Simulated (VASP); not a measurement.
The system is HfC.

```
Hf C
1.0
     0.00000    2.32500    2.32500
     2.32500    0.00000    2.32500
     2.32500    2.32500    0.00000
Hf C
1 1
Direct
  0.50000 0.50000 0.50000
  0.00000 0.00000 0.00000
```

Base run:

| Quantity | Value |
| --- | --- |
| Program | VASP 6.6.1 |
| Functional | revPBE |
| Potentials or basis | VASP PAW PBE potentials, release 64 (Hf_pv, C) |
| Cutoff | 600 eV |
| k mesh | 11 × 11 × 11 |
| Occupations | fermi-dirac, width 0.1 eV |
| Spin | no spin polarisation |

Its results: band gap on the k mesh zero (bands 7 and 8 overlap by 1.42 eV); pressure 2.4 GPa.

Q: The run is repeated on the same cell with these changes: functional from revPBE to LDA; potentials or basis from VASP PAW PBE potentials, release 64 (Hf_pv, C) to VASP PAW LDA potentials, release 64 (Hf_pv, C). What comes out?

A: Band gap on the k mesh zero (bands 7 and 8 overlap by 1.43 eV); pressure -11.7 GPa.

Caveats: spin-orbit coupling is left out, which moves the levels of the heavy elements; the PAW data sets were made with another functional, which shifts forces and pressure a little (at least some runs); the cell stands under tension (at least some runs).
